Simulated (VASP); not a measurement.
Wanted: the native input for a VASP 6.6.1 run.

```
Task                   : single point
Functional             : PBE
Potentials or basis    : VASP PAW PBE potentials, release 64 (Mg, H)
Cutoff                 : 520 eV
k mesh                 : 4 × 5 × 1
Occupations            : gaussian, width 0.1 eV
Spin                   : no spin polarisation
Dipole correction      : yes
Further INCAR settings : ALGO = Normal; EDIFF = 1e-06; NBANDS = 20
```

The structure of Mg4H lies in POSCAR:

```
Mg4H
1.0
    6.4201385733      0.0000000000      0.0000000000
    0.0000000000      5.1379129567      0.0000000000
    0.0000000000      0.0000000000     21.6644777330
Mg H
8 2
Direct
    0.0000000000      0.7500000000      0.1846340378
    0.5000000000      0.7500000000      0.1846340378
    0.2500000000      0.2500000000      0.2274076137
    0.7500000000      0.2500000000      0.2274076137
    0.2500000000      0.7500000000      0.3173234500
    0.7500000000      0.7500000000      0.3173234500
    0.0000000000      0.2500000000      0.3537808678
    0.5000000000      0.2500000000      0.3537808678
    0.6784283361      0.0833333333      0.4737929924
    0.8215716639      0.0833333333      0.4737929924
```

One way to write it, as run:

INCAR

```
SYSTEM = Mg4H
ALGO     = Normal         ! electronic algorithm
DIPOL    = 0.5 0.5 0.311
EDIFF    = 1E-6           ! SCF threshold, eV
ENCUT    = 520            ! plane-wave cutoff, eV
GGA      = PE             ! functional
IDIPOL   = 3            
ISIF     = 2              ! what is computed and relaxed
ISMEAR   = 0              ! smearing method
LASPH    = .True.         ! aspherical terms in the spheres
LCHARG   = .False.        ! write CHGCAR
LDIPOL   = .True.       
LREAL    = .False.        ! projectors in reciprocal space
LWAVE    = .False.        ! write WAVECAR
NBANDS   = 20             ! bands
NELM     = 80             ! most SCF steps
PREC     = Accurate       ! precision mode
SIGMA    = 0.1            ! smearing width, eV
```

KPOINTS

```
k-points
0
Gamma
  4 5 1
  0 0 0
```

Potentials or basis: VASP PAW PBE potentials, release 64 (Mg, H).

Command:

```bash
$ cat potpaw_PBE.64/Mg/POTCAR potpaw_PBE.64/H/POTCAR > POTCAR
$ mpirun -np 1 vasp_std > vasp.out
```

It gave:

The largest force is 3.329 eV/Å. The band gap on the k mesh is zero (bands 9 and 10 overlap by 0.22 eV).

Run time: 4 min on 1 thread of Oxide Virtual Turin-like Processor, with other jobs on the host, peak memory 0.61 GiB.
